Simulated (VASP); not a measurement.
# FeO (Fm-3m) in VASP: a series of runs

The runs below take FeO through single point, with revPBE, PBEsol+D4.

All numbers are computed with VASP 6.6.1; they aren't measurements. Logs are shortened: lines on timing, memory, paths and dates and some standing lists are left out, and cuts for length are marked.

### 1 The cell of the first run

The structure is cubic, space group Fm-3m (No. 225). Conventional cell: a = 4.223 Å, b = 4.223 Å, c = 4.223 Å, α = 90.00°, β = 90.00°, γ = 90.00°. Fe (site symmetry m-3m) has 6 O at 2.11 Å within 2.8 Å. Within 2.8 Å of O (site symmetry m-3m) lie 6 Fe at 2.11 Å.

### 2 Single point, revPBE, collinear spin, ferromagnetic start

INCAR reads:

```
SYSTEM = FeO
PREC = Accurate ; ENCUT = 520
EDIFF = 1E-7 ; ISMEAR = -1
SIGMA = 0.05 ; LREAL = .FALSE.
LASPH = .TRUE. ; NELM = 150
ALGO = Normal ; ISIF = 2
LWAVE = .FALSE. ; LCHARG = .TRUE.
ISPIN = 2 ; MAGMOM = 3 0
LORBIT = 11 ; LMAXMIX = 4
GGA = RE ; LELF = .TRUE.
LVHAR = .TRUE. ; NBANDS = 18
```

KPOINTS reads:

```
regular mesh
0
G
  11 11 11
  0 0 0
```

POSCAR reads:

```
FeO
1.0
    0.0000000000      2.1113998987      2.1113998987
    2.1113998987      0.0000000000      2.1113998987
    2.1113998987      2.1113998987      0.0000000000
Fe O
1 1
Direct
    0.0000000000      0.0000000000      0.0000000000
    0.5000000000      0.5000000000      0.5000000000
```

Potentials or basis: VASP PAW PBE potentials, release 64 (Fe, O).

The run is started by

```
cat potpaw_PBE.64/Fe/POTCAR potpaw_PBE.64/O/POTCAR > POTCAR
mpirun -np 1 vasp_std > vasp.out
```

OUTCAR:

```text
SYSTEM = FeO
   PREC = Accurate
   ENCUT = 520
   EDIFF = 1E-7
   ISMEAR = -1
   LREAL = .FALSE.
   LASPH = .TRUE.
   NELM = 150
   ISIF = 2
   ISPIN = 2
   LORBIT = 11
   GGA = RE

 ion  position               nearest neighbor table
   1  0.000  0.000  0.000-   2 2.11   2 2.11   2 2.11   2 2.11   2 2.11   2 2.11
   2  0.500  0.500  0.500-   1 2.11   1 2.11   1 2.11   1 2.11   1 2.11   1 2.11

  LATTYP: Found a face centered cubic cell.
 ALAT       =     4.2227997974

  Lattice vectors:

 A1 = (   0.0000000000,   2.1113998987,   2.1113998987)
 A2 = (   2.1113998987,   0.0000000000,   2.1113998987)
 A3 = (   2.1113998987,   2.1113998987,   0.0000000000)

Analysis of symmetry for initial positions (statically):
=====================================================================
 Subroutine PRICEL returns:
 Original cell was already a primitive cell.

 Routine SETGRP: Setting up the symmetry group for a
 face centered cubic supercell.

 Subroutine GETGRP returns: Found 48 space group operations
 (whereof 48 operations were pure point group operations)
 out of a pool of 48 trial point group operations.

The static configuration has the point symmetry O_h .

Analysis of symmetry for dynamics (positions and initial velocities):
=====================================================================
 Subroutine PRICEL returns:
 Original cell was already a primitive cell.

 Routine SETGRP: Setting up the symmetry group for a
 face centered cubic supercell.

 Subroutine GETGRP returns: Found 48 space group operations
 (whereof 48 operations were pure point group operations)
 out of a pool of 48 trial point group operations.

The dynamic configuration has the point symmetry O_h .

Analysis of structural, dynamic, and magnetic symmetry:
=====================================================================
 Subroutine PRICEL returns:
 Original cell was already a primitive cell.

 Routine SETGRP: Setting up the symmetry group for a
 face centered cubic supercell.

 Subroutine GETGRP returns: Found 48 space group operations
 (whereof 48 operations were pure point group operations)
 out of a pool of 48 trial point group operations.

The overall configuration has the point symmetry O_h .

 Subroutine INISYM returns: Found 48 space group operations
 (whereof 48 operations are pure point group operations),
 and found     1 'primitive' translations

----------------------------------------------------------------------------------------

                                     Primitive cell

  volume of cell :      18.8253

  direct lattice vectors                    reciprocal lattice vectors
     0.000000000  2.111399899  2.111399899    -0.236809711  0.236809711  0.236809711
     2.111399899  0.000000000  2.111399899     0.236809711 -0.236809711  0.236809711
     2.111399899  2.111399899  0.000000000     0.236809711  0.236809711 -0.236809711

  length of vectors
     2.985970372  2.985970372  2.985970372     0.410166451  0.410166451  0.410166451

  position of ions in fractional coordinates (direct lattice)
     0.000000000  0.000000000  0.000000000
     0.500000000  0.500000000  0.500000000

  ion indices of the primitive-cell ions
   primitive index   ion index
                 1           1
                 2           2

----------------------------------------------------------------------------------------

 KPOINTS: regular mesh

Automatic generation of k-mesh.
 Grid dimensions read from file:
 generate k-points for:   11   11   11

 Generating k-lattice:

  Cartesian coordinates                     Fractional coordinates (reciprocal lattice)
    -0.021528156  0.021528156  0.021528156     0.090909091  0.000000000  0.000000000
     0.021528156 -0.021528156  0.021528156     0.000000000  0.090909091  0.000000000
     0.021528156  0.021528156 -0.021528156     0.000000000  0.000000000  0.090909091

  Length of vectors
     0.037287859  0.037287859  0.037287859

  Shift w.r.t. Gamma in fractional coordinates (k-lattice)
     0.000000000  0.000000000  0.000000000

 Subroutine IBZKPT returns following result:
 ===========================================

 Found     56 irreducible k-points:

 Following reciprocal coordinates:
            Coordinates               Weight
  0.000000  0.000000  0.000000      1.000000
  0.090909  0.000000  0.000000      8.000000
  0.181818  0.000000  0.000000      8.000000
  0.272727  0.000000  0.000000      8.000000
  0.363636  0.000000  0.000000      8.000000
  0.454545  0.000000  0.000000      8.000000
[... 16 lines left out ...]
 -0.272727  0.181818  0.000000     24.000000
 -0.181818  0.181818  0.000000     12.000000
 [... further k-points ...]
   k-points           NKPTS =     56   k-points in BZ     NKDIM =     56   number of bands    NBANDS=     18
   number of dos      NEDOS =    301   number of ions     NIONS =      2
   total plane-waves  NPLWV =  13824
   dimension x,y,z NGX =    24 NGY =   24 NGZ =   24
   dimension x,y,z NGXF=    48 NGYF=   48 NGZF=   48
   ions per type =               1   1
   NGX,Y,Z   is equivalent  to a cutoff of  13.36, 13.36, 13.36 a.u.
   NGXF,Y,Z  is equivalent  to a cutoff of  26.72, 26.72, 26.72 a.u.
 SYSTEM =  FeO
   PREC   = accura    normal or accurate (medium, high low for compatibility)
   ISTART =      0    job   : 0-new  1-cont  2-samecut
   ICHARG =      2    charge: 1-file 2-atom 10-const
   ISPIN  =      2    spin polarized calculation?
   LNONCOLLINEAR =      F non collinear calculations
   LSORBIT =      F    spin-orbit coupling
   LASPH  =      T    aspherical Exc in radial PAW
   ENCUT  =  520.0 eV  38.22 Ry    6.18 a.u.   5.55  5.55  5.55*2*pi/ulx,y,z
   NELM   =    150;   NELMIN=  2; NELMDL= -5     # of ELM steps
   EDIFF  = 0.1E-06   stopping-criterion for ELM
   LREAL  =      F    real-space projection
   EDIFFG = 0.1E-05   stopping-criterion for IOM
   NSW    =      0    number of steps for IOM
   IBRION =     -1    ionic relax: 0-MD 1-quasi-New 2-CG
   NFREE  =      0    steps in history (QN), initial steepest desc. (CG)
   ISIF   =      2    stress and relaxation
   ISYM   =      2    0-nonsym 1-usesym 2-fastsym
   POTIM  = 0.5000    time-step for ionic-motion
   TEBEG  =    0.0;   TEEND  =   0.0 temperature during run
   PSTRESS=    0.0 pullay stress
   NELECT =      14.0000    total number of electrons
[... 33 lines left out ...]

  energy without entropy =      -14.15517181  energy(sigma->0) =      -14.16061412

 E-fermi :   7.0252     XC(G=0): -12.4002

 val. band max:        7.0194742710   @ k =  -0.2727   0.3636   0.0909
 cond. band min:       7.0254323824   @ k =  -0.3636   0.2727   0.0909
 fundamental gap:      0.0059581114
 Fermi energy:         7.0252118248

 spin component 1

 k-point     1 :       0.0000    0.0000    0.0000
  band No.  band energies     occupation
      1     -14.3007      1.00000
      2       2.9822      1.00000
      3       2.9822      1.00000
      4       2.9822      1.00000
      5       3.0315      1.00000
      6       3.0315      1.00000
[... 10 lines left out ...]
     17      28.8931      0.00000
     18      31.6204      0.00000

 k-point     2 :       0.0909    0.0000    0.0000
  band No.  band energies     occupation
      1     -14.2103      1.00000
      2       2.0561      1.00000
      3       2.1830      1.00000
      4       2.1830      1.00000
      5       3.1241      1.00000
      6       3.1241      1.00000
[... 10 lines left out ...]
     17      29.7679      0.00000
     18      33.1303      0.00000

 k-point     3 :       0.1818    0.0000    0.0000
  band No.  band energies     occupation
      1     -13.9580      1.00000
      2       0.7455      1.00000
      3       1.3745      1.00000
      4       1.3745      1.00000
      5       3.3035      1.00000
      6       3.3035      1.00000
[... 10 lines left out ...]
     17      31.9500      0.00000
     18      35.4667      0.00000

 k-point     4 :       0.2727    0.0000    0.0000
  band No.  band energies     occupation
      1     -13.6031      1.00000
      2      -0.5505      1.00000
      3       0.7211      1.00000
      4       0.7211      1.00000
      5       3.5467      1.00000
      6       3.5467      1.00000
[... 375 lines left out ...]
      4       0.1118      1.00000
      5       3.8349      1.00000
      6       3.8514      1.00000
[... 10 lines left out ...]
     17      34.7158      0.00000
     18      35.8599      0.00000

 k-point    23 :      -0.2727    0.1818    0.0000
  band No.  band energies     occupation
      1     -13.2301      1.00000
      2      -1.2456      1.00000
      3       0.2075      1.00000
      4       0.4789      1.00000
      5       3.6232      1.00000
      6       3.8460      1.00000
[... 10 lines left out ...]
     17      34.4422      0.00000
     18      36.3552      0.00000

 k-point    24 :      -0.1818    0.1818    0.0000
  band No.  band energies     occupation
      1     -13.5186      1.00000
      2      -0.6486      1.00000
      3       0.4788      1.00000
      4       0.9895      1.00000
      5       3.4246      1.00000
      6       3.7565      1.00000
[... 10 lines left out ...]
     17      34.6255      0.00000
     18      36.3366      0.00000

 [... further k-points ...]

 spin component 2

 k-point     1 :       0.0000    0.0000    0.0000
  band No.  band energies     occupation
      1     -13.7489      1.00000
      2       3.5726      1.00000
      3       3.5726      1.00000
      4       3.5726      1.00000
      5       6.2094      1.00000
      6       6.2097      1.00000
[... 10 lines left out ...]
     17      30.5685      0.00000
     18      32.7197      0.00000

 k-point     2 :       0.0909    0.0000    0.0000
  band No.  band energies     occupation
      1     -13.6571      1.00000
      2       2.9104      1.00000
      3       3.3078      1.00000
      4       3.3078      1.00000
      5       6.3237      1.00000
      6       6.3238      1.00000
[... 10 lines left out ...]
     17      31.2628      0.00000
     18      34.4160      0.00000

 k-point     3 :       0.1818    0.0000    0.0000
  band No.  band energies     occupation
      1     -13.4011      1.00000
      2       1.5962      1.00000
      3       2.7478      1.00000
      4       2.7479      1.00000
      5       6.5634      0.99990
      6       6.5888      0.99984
[... 10 lines left out ...]
     17      33.0451      0.00000
     18      36.8005      0.00000

 k-point     4 :       0.2727    0.0000    0.0000
  band No.  band energies     occupation
      1     -13.0404      1.00000
      2       0.2641      1.00000
      3       2.1857      1.00000
      4       2.1858      1.00000
      5       6.8822      0.94585
      6       6.9233      0.88479
[... 375 lines left out ...]
      4       1.5794      1.00000
      5       7.2985      0.00421
      6       7.3065      0.00359
[... 10 lines left out ...]
     17      35.3163      0.00000
     18      36.5160      0.00000

 k-point    23 :      -0.2727    0.1818    0.0000
  band No.  band energies     occupation
      1     -12.6534      1.00000
      2      -0.3880      1.00000
      3       1.5151      1.00000
      4       1.7132      1.00000
      5       7.0086      0.58245
      6       7.1830      0.04090
[... 10 lines left out ...]
     17      35.0769      0.00000
     18      37.1562      0.00000

 k-point    24 :      -0.1818    0.1818    0.0000
  band No.  band energies     occupation
      1     -12.9510      1.00000
      2       0.2550      1.00000
      3       1.9982      1.00000
      4       2.0387      1.00000
      5       6.7396      0.99671
      6       6.9758      0.72883
[... 10 lines left out ...]
     17      35.4322      0.00000
     18      37.1253      0.00000

 [... further k-points ...]
[... 5 lines left out ...]
  --------------------------------------------------------------------------------------
  -------------------------------------------------------------------------------------
  Total        2.0680462      2.0680462      2.0680462      0.0000000      0.0000000     -0.0000000
  in kB      176.0067534    176.0067534    176.0067534      0.0000000      0.0000000     -0.0000000
  external PRESSURE =     176.0067534 kB  Pullay stress =       0.0000000 kB

 VOLUME and BASIS-vectors are now :
 -----------------------------------------------------------------------------
  energy-cutoff  :      520.00
  volume of cell :       18.83
      direct lattice vectors                 reciprocal lattice vectors
     0.000000000  2.111399899  2.111399899    -0.236809711  0.236809711  0.236809711
     2.111399899  0.000000000  2.111399899     0.236809711 -0.236809711  0.236809711
     2.111399899  2.111399899  0.000000000     0.236809711  0.236809711 -0.236809711

 POSITION                                       TOTAL-FORCE (eV/Angst)
 -----------------------------------------------------------------------------------
      0.00000      0.00000      0.00000        -0.000000     -0.000000     -0.000000
      2.11140      2.11140      2.11140         0.000000      0.000000      0.000000
 -----------------------------------------------------------------------------------
    total drift:                                0.000000     -0.000000     -0.000000

  FREE ENERGIE OF THE ION-ELECTRON SYSTEM (eV)
  ---------------------------------------------------
  free  energy   TOTEN  =       -14.1660564308 eV

  energy  without entropy=      -14.1551718110  energy(sigma->0) =      -14.16061412

 total charge

# of ion       s       p       d       tot
------------------------------------------
    1        0.304   0.401   6.127   6.832
    2        1.561   3.479   0.000   5.039
--------------------------------------------------
tot          1.864   3.880   6.127  11.871

 magnetization (x)

# of ion       s       p       d       tot
------------------------------------------
    1        0.027   0.021   3.566   3.614
    2        0.032   0.280   0.000   0.312
--------------------------------------------------
tot          0.059   0.302   3.566   3.927
```

Run time: 56 s. Hardware: 1 thread of Intel Xeon 8259CL, shared host; peak memory 0.17 GiB.

What came out:

| Property | Result |
| --- | --- |
| Free energy | -14.1661 eV |
| Pressure | 17.6 GPa |
| Band gap on the k mesh | zero (filled and empty bands overlap) |
| Net moment | 4.00 μB per cell |
| Site moments | Fe +3.61; O +0.31 μB |
| Valence electrons inside the program's atomic spheres | Fe 6.83; O 5.04 |

Caveat: the cell stands under pressure; the PAW data sets were made with another functional, which shifts forces and pressure a little; a cell with one magnetic atom can't hold antiferromagnetic order, which such compounds often take; semilocal functionals often make such compounds metallic where correlation or magnetic order opens a gap, which also shifts bond lengths. With open d or f shells a metallic result of revPBE can be an artefact of self-interaction; +U or a hybrid may open a gap.

### 3 Single point, PBEsol+D4, collinear spin, ferromagnetic start

This run uses another cell than the first one, of 9.61 Å³/atom.

INCAR reads:

```
PREC     = Accurate       # precision mode
ENCUT    = 520            # plane-wave cutoff, eV
EDIFF    = 1E-6           # SCF threshold, eV
ISMEAR   = -1             # smearing method
SIGMA    = 0.05           # smearing width, eV
LREAL    = False          # projectors in reciprocal space
LASPH    = True           # aspherical terms in the spheres
NELM     = 150            # most SCF steps
ALGO     = Normal         # electronic algorithm
ISIF     = 2              # what is computed and relaxed
LWAVE    = False          # write WAVECAR
LCHARG   = True           # write CHGCAR
ISPIN    = 2              # spin polarisation
MAGMOM   = 3 0            # initial moments
LORBIT   = 11             # projections on sites
LMAXMIX  = 4              # l up to which the mixer works
GGA      = PS             # functional
IVDW     = 13             # dispersion correction
LELF     = True           # ELF
LVHAR    = True         
NBANDS   = 18             # bands
```

KPOINTS reads:

```
Automatic mesh
0
Gamma
  11 11 11
```

POSCAR reads:

```
FeO
1.0
    0.0000000000      2.1262694020      2.1262694020
    2.1262694020      0.0000000000      2.1262694020
    2.1262694020      2.1262694020      0.0000000000
Fe O
1 1
Direct
    0.0000000000      0.0000000000      0.0000000000
    0.5000000000      0.5000000000      0.5000000000
```

Potentials or basis: VASP PAW PBE potentials, release 64 (Fe, O).

The run is started by

```
cat potpaw_PBE.64/Fe/POTCAR potpaw_PBE.64/O/POTCAR > POTCAR
mpirun -np 1 vasp_std > vasp.out
```

Wall time 62 s (1 thread of Intel Xeon 8259CL, shared host); peak memory 0.17 GiB.

The run converged. Its results:

| Property | Result |
| --- | --- |
| Free energy | -16.1493 eV |
| Pressure | -2.5 GPa |
| Band gap on the k mesh | zero (filled and empty bands overlap) |
| Net moment | 4.00 μB per cell |
| Site moments | Fe +3.60; O +0.31 μB |
| Valence electrons inside the program's atomic spheres | Fe 6.81; O 4.99 |
| Dispersion energy per atom | -0.142 eV |

Levels at points of the mesh, in eV from the Fermi level:
Spin up:
```
           k point  band 6  band 7  band 8  band 9  band 10  band 11  band 12  band 13
(0.00, 0.00, 0.00)   -3.92   -3.92   -3.67   -3.67     0.23    15.38    17.21    17.21
```
Spin down:
| k point | band 1 | band 2 | band 3 | band 4 | band 5 | band 6 | band 7 | band 8 | band 9 | band 10 |
| --- | --- | --- | --- | --- | --- | --- | --- | --- | --- | --- |
| (0.00, 0.00, 0.00) | -20.46 | -3.37 | -3.37 | -3.37 | -0.80 | -0.80 | -0.80 | 0.10 | 0.10 | 1.05 |

Caveat: the PAW data sets were made with another functional, which shifts forces and pressure a little; a cell with one magnetic atom can't hold antiferromagnetic order, which such compounds often take; semilocal functionals often make such compounds metallic where correlation or magnetic order opens a gap, which also shifts bond lengths. With open d or f shells a metallic result of PBEsol can be an artefact of self-interaction; +U or a hybrid may open a gap.

### 4 Single point, revPBE, collinear spin, ferromagnetic start

This run uses another cell than the first one, of 9.61 Å³/atom.

INCAR reads:

```
SYSTEM = FeO
ALGO = Normal
EDIFF = 1E-6
ENCUT = 520
GGA = RE
ISIF = 2
ISMEAR = -1
ISPIN = 2
LASPH = .TRUE.
LCHARG = .FALSE.
LMAXMIX = 4
LORBIT = 11
LREAL = .FALSE.
LWAVE = .FALSE.
MAGMOM = 3 0
NBANDS = 18
NELM = 150
PREC = Accurate
SIGMA = 0.05
```

KPOINTS reads:

```
k-points
0
G
  11 11 11
  0 0 0
```

POSCAR is that of step 3.

The run is started by

```
cat potpaw_PBE.64/Fe/POTCAR potpaw_PBE.64/O/POTCAR > POTCAR
mpirun -np 1 vasp_std > vasp.out
```

Run time: 46 s. Hardware: 1 thread of Intel Xeon 8259CL, shared host; peak memory 0.17 GiB.

The run converged. Its results:

```yaml
Free_energy: -14.2041 eV
Pressure: 12.5 GPa
Band_gap_on_the_k_mesh: zero (filled and empty bands overlap)
Net_moment: 4.00 μB per cell
Site_moments: Fe +3.62; O +0.31 μB
Valence_electrons_inside_the_program's_atomic_spheres: Fe 6.79; O 5.03
```

Levels at points of the mesh, in eV from the Fermi level:
Spin up:
```tsv
k point	band 7	band 8	band 9	band 10	band 11	band 12
(0.00, 0.00, 0.00)	-3.97	-3.74	-3.74	0.32	15.63	17.38
```
Spin down:
| k point | band 3 | band 4 | band 5 | band 6 | band 7 | band 8 |
| --- | --- | --- | --- | --- | --- | --- |
| (0.00, 0.00, 0.00) | -3.39 | -3.39 | -0.79 | -0.78 | -0.78 | 0.21 |

Caveat: the cell stands under pressure; the PAW data sets were made with another functional, which shifts forces and pressure a little; a cell with one magnetic atom can't hold antiferromagnetic order, which such compounds often take; semilocal functionals often make such compounds metallic where correlation or magnetic order opens a gap, which also shifts bond lengths.

### 5 Summary

| level | cell | gap on the mesh (eV) | pressure (GPa) | moment (μB) |
| --- | --- | --- | --- | --- |
| revPBE | a = 2.986 Å, angles 60.0°, 2 atoms | none | 17.6 | 4.00 |
| PBEsol+D4 | a = 3.007 Å, angles 60.0°, 2 atoms | none | -2.5 | 4.00 |
| revPBE | a = 3.007 Å, angles 60.0°, 2 atoms | none | 12.5 | 4.00 |

Alike in all rows: task single point; potentials or basis VASP PAW PBE potentials, release 64 (Fe, O); spin collinear, ferromagnetic start; k mesh 11 × 11 × 11; cutoff (eV) 520; smearing fermi-dirac 0.05 eV.

Caveats: the PAW data sets were made with another functional, which shifts forces and pressure a little; a cell with one magnetic atom can't hold antiferromagnetic order, which such compounds often take; semilocal functionals often make such compounds metallic where correlation or magnetic order opens a gap, which also shifts bond lengths; the cell stands under pressure (at least some runs).

Absolute energies hang on the potentials; compare differences alone.
